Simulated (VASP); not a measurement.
Runs of VASP 6.6.1 on Ba. The structure is that of space group P6/mmm (No. 191), or close to it. The cells are those of the table. This isn't the form of Ba at room conditions, which is bcc.

| cell | gap on the mesh (eV) | pressure (GPa) |
| --- | --- | --- |
| a = 7.120, b = 7.120, c = 4.178 Å, angles 90.0, 90.0, 120.0°, 3 atoms | none | (a) |
| a = 7.015, b = 7.015, c = 4.117 Å, angles 90.0, 90.0, 120.0°, 3 atoms | none | 1.3 |
| a = 7.222, b = 7.222, c = 4.238 Å, angles 90.0, 90.0, 120.0°, 3 atoms | none | 0.4 |
| a = 7.321, b = 7.321, c = 4.296 Å, angles 90.0, 90.0, 120.0°, 3 atoms | none | 0.0 |

Alike in all rows: task single point; level r2SCAN; potentials or basis VASP PAW PBE potentials, release 64 (Ba_sv); no spin polarisation; k mesh 6 × 6 × 8; cutoff (eV) 520; smearing fermi-dirac 0.1 eV.

**Question.** Estimate the missing entries.

**Answer.** (a) 0.8.

Caveats: the PAW data sets were made with another functional, which shifts forces and pressure a little; spin-orbit coupling is left out, which moves the levels of the heavy elements.

A k mesh can miss the band edges, and the runs leave out spin-orbit coupling on Ba.

A gap of «none» marks levels without a gap at the run's occupations.
